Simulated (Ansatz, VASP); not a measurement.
**LiH: VASP beside Ansatz**

```
Li H
1.0
     0.00000    2.14512    2.14512
     2.14512    0.00000    2.14512
     2.14512    2.14512    0.00000
Li H
1 1
Direct
  0.00000 0.00000 0.00000
  0.25000 0.25000 0.25000
```

Alike in both runs: task single point; functional HSE06; k mesh 4 × 4 × 4; no spin polarisation.

|  | VASP | Ansatz |
| --- | --- | --- |
| version | VASP 6.6.1 | Ansatz 0.2.0 |
| potentials or method | VASP PAW PBE potentials, release 64 (Li_sv, H) | plane waves |
| plane-wave cutoff (eV) | 520 | 420 |
| occupations | gaussian, width 0.01 eV | fixed |
| valence electrons in the cell | 4 | 4 |

Ansatz gave:

* gap on the k mesh at the Fermi level (eV): 5.24

Q: Estimate VASP's values.

A: gap on the k mesh at the Fermi level (eV): 5.25.

Ansatz's warnings: stress exchange threshold loose, stress scf threshold loose.

The k mesh is coarse, so the values compare programs but aren't converged. Noted on VASP's run: the cutoff is short for stress, so the pressure is rough.
